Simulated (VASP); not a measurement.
Runs of VASP 6.6.1 on MgAu. The structure is that of space group Pm-3m (No. 221), or close to it. The cells are those of the table. 

```csv
task,cell,gap on the mesh (eV),pressure (GPa)
electric field gradients,"a = 3.323 Å, 2 atoms",none,-8.1
single point,"a = 3.248 Å, 2 atoms",none,-3.0
electric field gradients,"a = 3.248 Å, 2 atoms",none,-3.0
electric field gradients,"a = 3.259 Å, 2 atoms",none,(a)
electric field gradients,"a = 3.270 Å, 2 atoms",none,(b)
electric field gradients,"a = 3.215 Å, 2 atoms",none,-0.1
single point,"a = 3.281 Å, 2 atoms",none,-5.5
electric field gradients,"a = 3.237 Å, 2 atoms",none,-2.1
single point,"a = 3.323 Å, 2 atoms",none,-8.1
single point,"a = 3.192 Å, 2 atoms",none,2.2
```

Alike in all rows: level LDA; potentials or basis VASP PAW LDA potentials, release 64 (Mg, Au); no spin polarisation; k mesh 13 × 13 × 13; cutoff (eV) 520; smearing fermi-dirac 0.05 eV.

Problem. Fill in the values left out.

Solution. (a) -3.9; (b) -4.7.

Caveats: spin-orbit coupling is left out, which moves the levels of the heavy elements.

A k mesh can miss the band edges, and the runs leave out spin-orbit coupling on Au.

A gap of «none» marks levels without a gap at the run's occupations.
